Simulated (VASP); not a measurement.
Input of a VASP 6.6.1 run:

Contents of INCAR:

```
PREC     = Accurate       # precision mode
ENCUT    = 520            # plane-wave cutoff, eV
EDIFF    = 1E-6           # SCF threshold, eV
ISMEAR   = 0              # smearing method
SIGMA    = 0.1            # smearing width, eV
LREAL    = False          # projectors in reciprocal space
LASPH    = True           # aspherical terms in the spheres
NELM     = 150            # most SCF steps
ALGO     = Normal         # electronic algorithm
ISIF     = 2              # what is computed and relaxed
LWAVE    = False          # write WAVECAR
LCHARG   = False          # write CHGCAR
ISPIN    = 2              # spin polarisation
MAGMOM   = 0 0 0 0 1      # initial moments
LORBIT   = 11             # projections on sites
GGA      = PE             # functional
NBANDS   = 24             # bands
```

KPOINTS

```
Automatic mesh
0
Gamma
  6 6 6
```

POSCAR

```
Si4F
1.0
   -2.5889370300      2.5889370300      2.5889370300
    2.5889370300     -2.5889370300      2.5889370300
    2.5889370300      2.5889370300     -2.5889370300
Si F
4 1
Direct
    0.5000000000      0.5000000000      0.5000000000
    0.5000000000      0.0000000000      0.0000000000
    0.0000000000      0.0000000000      0.5000000000
    0.0000000000      0.5000000000      0.0000000000
    0.0000000000      0.0000000000      0.0000000000
```

Potentials or basis: VASP PAW PBE potentials, release 64 (Si, F).

Command:

```sh
$ cat potpaw_PBE.64/Si/POTCAR potpaw_PBE.64/F/POTCAR > POTCAR
$ mpirun -np 1 vasp_std > vasp.out
```

Question: Predict the net moment.

Answer: 0.00 μB per cell.

Question: Estimate the pressure.

Answer: 19.6 GPa.

Caveat: the cell stands under pressure.
